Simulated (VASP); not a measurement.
# Ti (Fm-3m) in VASP: further runs, part 2 of 2

VASP 6.6.1. The steps go on from the part before.

## (4) Single point, r2SCAN

This run uses another cell than the first one, of 17.57 Å³/atom, 1.031 times its volume.

POSCAR reads:

```
Ti
1.0
    0.0000000000      2.0633980506      2.0633980506
    2.0633980506      0.0000000000      2.0633980506
    2.0633980506      2.0633980506      0.0000000000
Ti
1
Direct
    0.0000000000      0.0000000000      0.0000000000
```

INCAR.step1 reads:

```
SYSTEM = Ti
ALGO = Normal
EDIFF = 1E-4
ENCUT = 520
GGA = PE
ISMEAR = -1
LASPH = .TRUE.
LCHARG = .FALSE.
LREAL = .FALSE.
LWAVE = .TRUE.
NBANDS = 12
NELM = 80
PREC = Accurate
SIGMA = 0.1
```

INCAR.step2 reads:

```
SYSTEM = Ti
ALGO = Normal
EDIFF = 1E-6
ENCUT = 520
ISIF = 2
ISMEAR = -1
ISTART = 1
LASPH = .TRUE.
LCHARG = .FALSE.
LMIXTAU = .TRUE.
LREAL = .FALSE.
LWAVE = .FALSE.
METAGGA = R2SCAN
NBANDS = 12
NELM = 80
PREC = Accurate
SIGMA = 0.1
```

KPOINTS reads:

```
k-points
0
G
  14 14 14
  0 0 0
```

Potentials or basis: VASP PAW PBE potentials, release 64 (Ti_sv).

Run with:

```bash
cat potpaw_PBE.64/Ti_sv/POTCAR > POTCAR
cp INCAR.step1 INCAR
mpirun -np 1 vasp_std > vasp.out
cp INCAR.step2 INCAR
mpirun -np 1 vasp_std > vasp.out
```

OUTCAR:

```text
SYSTEM = Ti
   EDIFF = 1E-6
   ENCUT = 520
   ISIF = 2
   ISMEAR = -1
   ISTART = 1
   LASPH = .TRUE.
   LREAL = .FALSE.
   METAGGA = R2SCAN
   NELM = 80
   PREC = Accurate

 ion  position               nearest neighbor table
   1  0.000  0.000  0.000-

  LATTYP: Found a face centered cubic cell.
 ALAT       =     4.1267961012

  Lattice vectors:

 A1 = (   0.0000000000,   2.0633980506,   2.0633980506)
 A2 = (   2.0633980506,   0.0000000000,   2.0633980506)
 A3 = (   2.0633980506,   2.0633980506,   0.0000000000)

Analysis of symmetry for initial positions (statically):
=====================================================================
 Subroutine PRICEL returns:
 Original cell was already a primitive cell.

 Routine SETGRP: Setting up the symmetry group for a
 face centered cubic supercell.

 Subroutine GETGRP returns: Found 48 space group operations
 (whereof 48 operations were pure point group operations)
 out of a pool of 48 trial point group operations.

The static configuration has the point symmetry O_h .

Analysis of symmetry for dynamics (positions and initial velocities):
[... 166 lines left out ...]
      1     -50.9557      2.00000
      2     -25.7720      2.00000
      3     -25.7720      2.00000
      4     -25.7719      2.00000
      5       1.6635      2.00000
      6       9.1035      0.00010
      7       9.1035      0.00010
      8       9.1035      0.00010
      9      10.8826      0.00000
     10      10.8826      0.00000
     11      23.8292      0.00000
     12      28.6580      0.00000
[... 331 lines left out ...]
 k-point    24 :       0.2857    0.1429    0.0000
  band No.  band energies     occupation
      1     -50.8833      2.00000
      2     -26.1087      2.00000
      3     -25.8601      2.00000
      4     -25.8536      2.00000
      5       3.8577      2.00000
      6       7.8838      1.81455
      7       9.2916      0.00002
      8       9.7689      0.00000
      9      10.5495      0.00000
     10      11.3569      0.00000
     11      22.0869      0.00000
     12      24.6405      0.00000

 [... further k-points ...]

------------------------ aborting loop because EDIFF is reached ----------------------------------------

  FORCE on cell =-STRESS in cart. coord.  units (eV):
  Direction    XX          YY          ZZ          XY          YZ          ZX
  --------------------------------------------------------------------------------------
  -------------------------------------------------------------------------------------
  Total       -0.0808795     -0.0808795     -0.0808795     -0.0000000     -0.0000000      0.0000000
  in kB       -7.3751353     -7.3751353     -7.3751353     -0.0000000     -0.0000000      0.0000000
  external PRESSURE =      -7.3751353 kB  Pullay stress =       0.0000000 kB

 VOLUME and BASIS-vectors are now :
 -----------------------------------------------------------------------------
  energy-cutoff  :      520.00
  volume of cell :       17.57
      direct lattice vectors                 reciprocal lattice vectors
     0.000000000  2.063398051  2.063398051    -0.242318732  0.242318732  0.242318732
     2.063398051  0.000000000  2.063398051     0.242318732 -0.242318732  0.242318732
     2.063398051  2.063398051  0.000000000     0.242318732  0.242318732 -0.242318732

 POSITION                                       TOTAL-FORCE (eV/Angst)
 -----------------------------------------------------------------------------------
      0.00000      0.00000      0.00000         0.000000      0.000000      0.000000
 -----------------------------------------------------------------------------------
    total drift:                               -0.000000      0.000000      0.000000

  FREE ENERGIE OF THE ION-ELECTRON SYSTEM (eV)
  ---------------------------------------------------
  free  energy   TOTEN  =       -12.9053242187 eV

  energy  without entropy=      -12.8534502523  energy(sigma->0) =      -12.87938724
```

OUTCAR.step1:

```text
SYSTEM = Ti
   EDIFF = 1E-4
   ENCUT = 520
   GGA = PE
   ISMEAR = -1
   LASPH = .TRUE.
   LREAL = .FALSE.
[... 576 lines left out ...]
 -----------------------------------------------------------------------------------
      0.00000      0.00000      0.00000         0.000000      0.000000      0.000000
 -----------------------------------------------------------------------------------
    total drift:                               -0.000000      0.000000      0.000000

  FREE ENERGIE OF THE ION-ELECTRON SYSTEM (eV)
  ---------------------------------------------------
  free  energy   TOTEN  =        -7.8056805497 eV

  energy  without entropy=       -7.7477960366  energy(sigma->0) =       -7.77673829
```

OSZICAR.step1:

```text
N       E                     dE             d eps       ncg     rms          rms(c)
DAV:   1     0.871743303364E+02    0.87174E+02   -0.64331E+03  2508   0.120E+03
DAV:   2    -0.438649974498E+01   -0.91561E+02   -0.89247E+02  2556   0.296E+02
DAV:   3    -0.873247445849E+01   -0.43460E+01   -0.42838E+01  3436   0.651E+01
DAV:   4    -0.883505666108E+01   -0.10258E+00   -0.10245E+00  2840   0.884E+00
DAV:   5    -0.883768028213E+01   -0.26236E-02   -0.26236E-02  3044   0.124E+00    0.821E+00
DAV:   6    -0.781123017106E+01    0.10265E+01   -0.21065E+00  2688   0.216E+01    0.214E+00
DAV:   7    -0.779668131937E+01    0.14549E-01   -0.98998E-02  3060   0.365E+00    0.127E+00
DAV:   8    -0.780539437187E+01   -0.87131E-02   -0.37027E-02  2604   0.248E+00    0.172E-01
DAV:   9    -0.780565009074E+01   -0.25572E-03   -0.43221E-03  3152   0.771E-01    0.842E-02
DAV:  10    -0.780568054972E+01   -0.30459E-04   -0.23950E-04  2592   0.185E-01
   1 F= -.78056805E+01 E0= -.77767383E+01  d E =-.578845E-01
```

It took 95 s on 1 thread of Intel Xeon Platinum 8259CL at 2.50GHz (Skylake/Cascade Lake), shared host; peak memory 0.15 GiB.

What came out:

| Quantity | Value |
| --- | --- |
| Free energy | -12.9053 eV |
| Pressure | -0.7 GPa |
| Band gap on the k mesh | zero (band 6 reaches 9.10 eV, above the bottom of band 7 at 7.76 eV) |

Caveat: the PAW data sets were made with another functional, which shifts forces and pressure a little.
